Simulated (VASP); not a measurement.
# Si12TeO23 (a cell with a defect) in VASP: a series of runs

Si12TeO23 (a cell with a defect) is run at these levels: PBE; tasks: single point.

All numbers are computed with VASP 6.6.1; they aren't measurements. Logs are shortened: lines on timing, memory, paths and dates and some standing lists are left out, and cuts for length are marked.

### 1 The cell of the first run

The cell holds a defect, 36 atoms: a = 8.780 Å, b = 8.780 Å, c = 8.558 Å, α = 90.00°, β = 90.00°, γ = 120.00°.

### 2 Single point, PBE

Contents of INCAR:

```
  PREC = Accurate
  ENCUT = 520
  EDIFF = 1E-6
  ISMEAR = -1
  SIGMA = 0.01
  LREAL = Auto
  LASPH = T
  NELM = 100
  ALGO = Normal
  ISIF = 2
  LWAVE = F
  LCHARG = F
  GGA = PE
  NBANDS = 120
  LUSENCCL = F
```

Contents of KPOINTS:

```
regular mesh
0
Gamma
  3 3 2
```

Contents of POSCAR:

```
Si12TeO23
1.0
    7.6036108327      4.3899467611      0.0000000000
   -7.6036108327      4.3899467611      0.0000000000
    0.0000000000      0.0000000000      8.5584885400
Si O Te
12 23 1
Direct
    0.3333333333      0.0000000000      1.0290054053
    0.6666666667      0.6666666667      0.9204861196
    0.0000000000      0.3333333333      0.9500314239
    0.3333333333      0.0000000000      0.4709945947
    0.6666666667      0.6666666667      0.5499685761
    0.0000000000      0.3333333333      0.5795138804
    0.3318518298      0.3488688265      0.0764309385
    0.6836836634      0.0014815036      0.0764309385
   -0.0155354932      0.6496496699      0.0764309385
    0.3348148369      0.3503503301      0.4235690615
    0.6822021599     -0.0014815036      0.4235690615
   -0.0170169968      0.6511311735      0.4235690615
    0.1340851899      0.2674873505      0.0078324350
    0.4773431421      0.9489373357      0.0877807813
    0.8200848174      0.6273726473     -0.0249766589
    0.2822706691      0.1440098088      0.4122192187
    0.6008206838      0.8007518565      0.4921675650
    0.9607059806      0.4867514841      0.5249766589
    0.1893235245      0.8049275269      0.4122192187
    0.5325814768      0.4667354939      0.4921675650
    0.8465818493      0.1406211632      0.5249766589
    0.3843959976      0.1950724731      0.0877807813
    0.7059606861      0.8593788368     -0.0249766589
    0.0658459829      0.5332645061      0.0078324350
    0.1927121702      0.3726273527      0.5249766589
    0.5284058064      0.0510626643      0.4122192187
    0.8665978394      0.7325126495      0.4921675650
    0.6666666667      0.6666666667      0.7351425195
    0.0000000000      0.3333333333      0.7648574805
    0.3333333333      0.4224721751      0.2500000000
    0.7558055084      0.0000000000      0.2500000000
   -0.0891388418      0.5775278249      0.2500000000
    0.1382608603      0.8559901912      0.0877807813
    0.4739544965      0.5132485159     -0.0249766589
    0.8000688273      0.1992481435      0.0078324350
    0.3333333333      0.0000000000      0.7500000000
```

Potentials or basis: VASP PAW PBE potentials, release 64 (Si, O, Te).

Command:

```console
> cat potpaw_PBE.64/Si/POTCAR potpaw_PBE.64/O/POTCAR potpaw_PBE.64/Te/POTCAR > POTCAR
> mpirun -np 1 vasp_std > vasp.out
```

OUTCAR:

```text
PREC = Accurate
   ENCUT = 520
   EDIFF = 1E-6
   ISMEAR = -1
   LREAL = Auto
   LASPH = T
   NELM = 100
   ISIF = 2
   GGA = PE

 ion  position               nearest neighbor table
   1  0.333  0.000  0.029-  33 1.62  14 1.62  22 1.62  36 2.39   7 3.10   8 3.10   9 3.10
   2  0.667  0.667  0.920-  28 1.59  15 1.62  23 1.62  34 1.62
   3  0.000  0.333  0.950-  29 1.58  35 1.63  13 1.63  24 1.63   8 3.05   9 3.05   7 3.05
   4  0.333  0.000  0.471-  16 1.62  26 1.62  19 1.62  36 2.39  10 3.10  12 3.10  11 3.10
   5  0.667  0.667  0.550-  28 1.58  17 1.63  27 1.63  20 1.63  12 3.05  11 3.05  10 3.05
   6  0.000  0.333  0.580-  29 1.59  21 1.62  18 1.62  25 1.62
   7  0.332  0.349  0.076-  34 1.61  30 1.62  13 1.62  22 1.63  10 2.97   3 3.05   1 3.10
   8  0.684  0.001  0.076-  23 1.61  31 1.62  35 1.62  14 1.63  11 2.97   3 3.05   1 3.10
   9  0.984  0.650  0.076-  15 1.61  32 1.62  24 1.62  33 1.63  12 2.97   3 3.05   1 3.10
  10  0.335  0.350  0.424-  25 1.61  30 1.62  20 1.62  16 1.63   7 2.97   5 3.05   4 3.10
  11  0.682  0.999  0.424-  21 1.61  31 1.62  17 1.62  26 1.63   8 2.97   5 3.05   4 3.10
  12  0.983  0.651  0.424-  18 1.61  32 1.62  27 1.62  19 1.63   9 2.97   5 3.05   4 3.10
  13  0.134  0.267  0.008-   7 1.62   3 1.63
  14  0.477  0.949  0.088-   1 1.62   8 1.63
  15  0.820  0.627  0.975-   9 1.61   2 1.62
  16  0.282  0.144  0.412-   4 1.62  10 1.63
  17  0.601  0.801  0.492-  11 1.62   5 1.63
  18  0.961  0.487  0.525-  12 1.61   6 1.62
[... 16 lines left out ...]
  35  0.800  0.199  0.008-   8 1.62   3 1.63
  36  0.333  0.000  0.750-   1 2.39   4 2.39

  LATTYP: Found a hexagonal cell.
 ALAT       =     8.7798935222
 C/A-ratio  =     0.9747827258

  Lattice vectors:

 A1 = (   7.6036108327,   4.3899467611,   0.0000000000)
 A2 = (  -7.6036108327,   4.3899467611,   0.0000000000)
 A3 = (   0.0000000000,   0.0000000000,   8.5584885400)

Analysis of symmetry for initial positions (statically):
=====================================================================
 Subroutine PRICEL returns:
 Original cell was already a primitive cell.

 Routine SETGRP: Setting up the symmetry group for a
 hexagonal supercell.

 Subroutine GETGRP returns: Found  6 space group operations
 (whereof  1 operations were pure point group operations)
 out of a pool of 24 trial point group operations.

The static configuration has the point symmetry C_1 .
 The point group associated with its full space group is D_3 .

Analysis of symmetry for dynamics (positions and initial velocities):
=====================================================================
 Subroutine PRICEL returns:
[... 165 lines left out ...]
   ISIF   =      2    stress and relaxation
   ISYM   =      2    0-nonsym 1-usesym 2-fastsym
   POTIM  = 0.5000    time-step for ionic-motion
   TEBEG  =    0.0;   TEEND  =   0.0 temperature during run
   PSTRESS=    0.0 pullay stress
   NELECT =     192.0000    total number of electrons
   NUPDOWN=      -1.0000    fix difference up-down
   EMIN   =  10.00;   EMAX   =-10.00  energy-range for DOS
   EFERMI =   0.00;   METHOD = LEGACY
   ISMEAR =    -1;   SIGMA  =   0.01  broadening in eV -4-tet -1-fermi 0-gaus
   EFERMI_NEDOS =   21; number of points for ismear=-14 and -15
   IALGO  =     38    algorithm
   IMIX   =      4    mixing-type and parameters
     AMIX     =   0.40;   BMIX     =  1.00
     AMIX_MAG =   1.60;   BMIX_MAG =  1.00
  volume/ion in A,a.u.               =      15.87       107.10
  Fermi-wavevector in a.u.,A,eV,Ry     =   1.138168  2.150826 17.625357  1.295427
  Thomas-Fermi vector in A             =   2.274873
   LORBIT       =      0    0 simple, 1 ext, 2 COOP (PROOUT), +10 PAW based schemes
   GGA     = PE    functional components
   LHFCALC =     F    Hartree Fock is set to
   AEXX    =    0.0000 exact exchange contribution
   IVDW    =     0    specifies the selected vdW correction
   LEPSILON=     F    determine dielectric tensor
   LRPA    =     F    only Hartree local field effects (RPA)
 non-spin polarized calculation
  energy-cutoff  :      520.00
  volume of cell :      571.36
 maximum number of plane-waves:     15414
 NGX is ok and might be reduce to    70
   NGX = 33   NGY = 33   NGZ = 31

 number of electron     191.9999954 magnetization

 Free energy of the ion-electron system (eV)
  ---------------------------------------------------
  ext. energy  EPLUGINS =         0.00000000
  ---------------------------------------------------
  free energy    TOTEN  =      -276.21873839 eV

  energy without entropy =     -276.21873839  energy(sigma->0) =     -276.21873839

 E-fermi :   2.2254     XC(G=0):  -8.1508

 val. band max:        1.8936844355   @ k =   0.3333   0.0000   0.5000
 cond. band min:       4.6150769978   @ k =   0.0000   0.0000   0.0000
 fundamental gap:      2.7213925624
 Fermi energy:         2.2253744712

 k-point     1 :       0.0000    0.0000    0.0000
  band No.  band energies     occupation
      1     -19.5677      2.00000
      2     -19.1294      2.00000
      3     -18.9953      2.00000
      4     -18.9953      2.00000
      5     -18.8900      2.00000
      6     -18.7675      2.00000
[... 655 lines left out ...]
    107       8.8180      0.00000
    108       8.8180      0.00000
 [bands above 108 left out]

------------------------ aborting loop because EDIFF is reached ----------------------------------------

  FORCE on cell =-STRESS in cart. coord.  units (eV):
  Direction    XX          YY          ZZ          XY          YZ          ZX
  --------------------------------------------------------------------------------------
  -------------------------------------------------------------------------------------
  Total        2.1528941      2.1528941     30.4331134      0.0000000      0.0000000     -0.0000000
  in kB        6.0370817      6.0370817     85.3396315      0.0000000      0.0000000     -0.0000000
  external PRESSURE =      32.4712650 kB  Pullay stress =       0.0000000 kB

 VOLUME and BASIS-vectors are now :
 -----------------------------------------------------------------------------
  energy-cutoff  :      520.00
  volume of cell :      571.36
      direct lattice vectors                 reciprocal lattice vectors
     7.603610833  4.389946761  0.000000000     0.065758231  0.113896598 -0.000000000
    -7.603610833  4.389946761  0.000000000    -0.065758231  0.113896598  0.000000000
     0.000000000  0.000000000  8.558488540     0.000000000 -0.000000000  0.116843061

 POSITION                                       TOTAL-FORCE (eV/Angst)
 -----------------------------------------------------------------------------------
      2.53454      1.46332      0.24824        -0.000000     -0.000000      0.015861
      0.00000      5.85326      7.87797        -0.000000     -0.000000     -0.028436
     -2.53454      1.46332      8.13083        -0.000000     -0.000000     -0.026172
      2.53454      1.46332      4.03100        -0.000000     -0.000000     -0.015861
      0.00000      5.85326      4.70690        -0.000000     -0.000000      0.026172
     -2.53454      1.46332      4.95976        -0.000000     -0.000000      0.028436
[... 28 lines left out ...]
      4.56841      4.38695      0.06703        -0.005328      0.002950      0.005841
      2.53454      1.46332      6.41887        -0.000000     -0.000000      0.000000
 -----------------------------------------------------------------------------------
    total drift:                               -0.000048     -0.000030      0.000000

  FREE ENERGIE OF THE ION-ELECTRON SYSTEM (eV)
  ---------------------------------------------------
  free  energy   TOTEN  =      -276.2187383902 eV

  energy  without entropy=     -276.2187383902  energy(sigma->0) =     -276.21873839
```

stdout:

```text
[vt-gpu-oc-0:27760] opal_ifinit: socket() failed with errno=97
 Offloading initialized ...    1 GPUs detected
 POSCAR found type information on POSCAR SiO Te
 POSCAR found :  3 types and      36 ions
 scaLAPACK will be used selectively (only on CPU)
 LDA part: xc-table for (Slater+PW92), standard interpolation
 POSCAR, INCAR and KPOINTS ok, starting setup
 FFT: planning ... GRIDC
 FFT: planning ... GRID_SOFT
 FFT: planning ... GRID
 WAVECAR not read
 entering main loop
```

It took 38 s on 1 × NVIDIA H100 80GB with 1 thread of Intel Xeon Platinum 8481C at 2.70GHz (Sapphire Rapids), shared host; peak memory 1.6 GiB.

What came out:

```
Free energy            : -276.2187 eV
Pressure               : 3.2 GPa
Largest force          : 0.034 eV/Å
Band gap on the k mesh : 2.72 eV
```

Forces on the atoms (eV/Å):
```
Si   0.000  0.000  0.016
Si   0.000  0.000 -0.028
Si   0.000  0.000 -0.026
Si   0.000  0.000 -0.016
Si   0.000  0.000  0.026
Si   0.000  0.000  0.028
Si   0.001  0.011 -0.032
Si   0.010 -0.006 -0.032
Si  -0.010 -0.005 -0.032
Si  -0.010 -0.006  0.032
Si  -0.001  0.011  0.032
Si   0.010 -0.005  0.032
O    0.000 -0.006  0.006
O    0.017  0.004 -0.013
O   -0.010  0.008  0.015
O   -0.017  0.004  0.013
O    0.000 -0.006 -0.006
O    0.010  0.008 -0.015
O    0.005 -0.016  0.013
O    0.005  0.003 -0.006
O   -0.012  0.004 -0.015
O   -0.012  0.013 -0.013
O   -0.002 -0.012  0.015
O    0.005  0.003  0.006
O    0.002 -0.012 -0.015
O    0.012  0.013  0.013
O   -0.005  0.003 -0.006
O    0.000  0.000 -0.003
O    0.000  0.000  0.003
O   -0.011  0.007  0.000
O    0.011  0.007  0.000
O    0.000 -0.013  0.000
O   -0.005 -0.016 -0.013
O    0.012  0.004  0.015
O   -0.005  0.003  0.006
Te   0.000  0.000  0.000
```

Caveat: spin-orbit coupling is left out, which moves the levels of the heavy elements.

### 3 Single point, PBE

Contents of INCAR:

```
SYSTEM = Si12TeO23
PREC     = Accurate       ! precision mode
ENCUT    = 520            ! plane-wave cutoff, eV
EDIFF    = 1E-7           ! SCF threshold, eV
ISMEAR   = -1             ! smearing method
SIGMA    = 0.01           ! smearing width, eV
LREAL    = Auto         
LASPH    = .TRUE.         ! aspherical terms in the spheres
NELM     = 100            ! most SCF steps
ALGO     = Normal         ! electronic algorithm
ISIF     = 2              ! what is computed and relaxed
LWAVE    = .FALSE.        ! write WAVECAR
LCHARG   = .FALSE.        ! write CHGCAR
GGA      = PE             ! functional
NBANDS   = 120            ! bands
LUSENCCL = .FALSE.
```

Contents of KPOINTS:

```
Automatic mesh
0
G
  3 3 2
  0 0 0
```

Contents of POSCAR:

```
Si12TeO23
1.0
    7.6036108327      4.3899467611      0.0000000000
   -7.6036108327      4.3899467611      0.0000000000
    0.0000000000      0.0000000000      8.5584885400
Si O Te
12 23 1
Direct
    0.3333333333      0.0000000000      0.9371258000
    0.6666666667      0.6666666667      0.9371258000
    0.0000000000      0.3333333333      0.9371258000
    0.3333333333      0.0000000000      0.5628742000
    0.6666666667      0.6666666667      0.5628742000
    0.0000000000      0.3333333333      0.5628742000
    0.3333333333      0.3333333333      0.0628742000
    0.6666666667      0.0000000000      0.0628742000
    0.0000000000      0.6666666667      0.0628742000
    0.3333333333      0.3333333333      0.4371258000
    0.6666666667      0.0000000000      0.4371258000
    0.0000000000      0.6666666667      0.4371258000
    0.1404195817      0.2808391633      0.0000000000
    0.4737529150      0.9475058300      0.0000000000
    0.8070862483      0.6141724967      0.0000000000
    0.2808391633      0.1404195817      0.5000000000
    0.6141724967      0.8070862483      0.5000000000
    0.9475058300      0.4737529150      0.5000000000
    0.1929137517      0.8070862483      0.5000000000
    0.5262470850      0.4737529150      0.5000000000
    0.8595804183      0.1404195817      0.5000000000
    0.3858275033      0.1929137517      0.0000000000
    0.7191608367      0.8595804183      0.0000000000
    0.0524941700      0.5262470850      0.0000000000
    0.1929137517      0.3858275033      0.5000000000
    0.5262470850      0.0524941700      0.5000000000
    0.8595804183      0.7191608367      0.5000000000
    0.6666666667      0.6666666667      0.7500000000
    0.0000000000      0.3333333333      0.7500000000
    0.3333333333      0.3333333333      0.2500000000
    0.6666666667      0.0000000000      0.2500000000
    0.0000000000      0.6666666667      0.2500000000
    0.1404195817      0.8595804183      0.0000000000
    0.4737529150      0.5262470850      0.0000000000
    0.8070862483      0.1929137517      0.0000000000
    0.3333333333      0.0000000000      0.7500000000
```

Potentials or basis: VASP PAW PBE potentials, release 64 (Si, O, Te).

Command:

```console
> cat potpaw_PBE.64/Si/POTCAR potpaw_PBE.64/O/POTCAR potpaw_PBE.64/Te/POTCAR > POTCAR
> mpirun -np 1 vasp_std > vasp.out
```

Run time: 50 s. Hardware: 1 × NVIDIA H100 80GB with 1 thread of Intel Xeon Platinum 8481C at 2.70GHz (Sapphire Rapids), shared host; peak memory 1.6 GiB.

The run converged. Its results:

```yaml
Free_energy: -247.9287 eV
Pressure: 23.7 GPa
Largest_force: 53.999 eV/Å
Band_gap_on_the_k_mesh: 4.67 eV
```

Forces in eV/Å, atoms in the order of the input:
```
Si    0.000   0.000  53.999
Si    0.000   0.000   0.113
Si    0.000   0.000   0.083
Si    0.000   0.000 -53.999
Si    0.000   0.000  -0.083
Si    0.000   0.000  -0.113
Si    0.162   0.012   0.194
Si   -0.070  -0.146   0.194
Si   -0.092   0.134   0.194
Si    0.070  -0.146  -0.194
Si   -0.162   0.012  -0.194
Si    0.092   0.134  -0.194
O     0.101  -0.236  -0.059
O     1.238   0.166   1.654
O     0.106  -0.252  -0.062
O    -1.238   0.166  -1.654
O    -0.101  -0.236   0.059
O    -0.106  -0.252   0.062
O     0.475  -1.155  -1.654
O     0.255   0.030   0.059
O     0.271   0.034   0.062
O    -0.763   0.989   1.654
O     0.166   0.218  -0.062
O     0.153   0.206  -0.059
O    -0.166   0.218   0.062
O     0.763   0.989  -1.654
O    -0.153   0.206   0.059
O     0.000   0.000  -0.008
O     0.000   0.000   0.008
O    -0.105   0.060   0.000
O     0.105   0.060   0.000
O     0.000  -0.121   0.000
O    -0.475  -1.155   1.654
O    -0.271   0.034  -0.062
O    -0.255   0.030  -0.059
Te    0.000   0.000   0.000
```

Stress tensor (GPa, compression positive):
```
 5.71  0.00  0.00
 0.00  5.71  0.00
 0.00  0.00 59.58
```

Levels at points of the mesh, in eV from the valence-band top:
```
           k point  band 92  band 93  band 94  band 95  band 96  band 97  band 98  band 99  band 100  band 101
(0.00, 0.00, 0.00)    -1.28    -1.10    -1.10     0.00     0.00     4.67     6.66     6.66      6.89      6.96
(0.00, 0.00, 0.50)    -1.32    -1.32    -1.05    -0.09    -0.09     5.33     5.46     6.57      6.57      7.52
```

Caveat: atoms lie so close that the PAW spheres overlap strongly, which falsifies energies and pressures; spin-orbit coupling is left out, which moves the levels of the heavy elements.
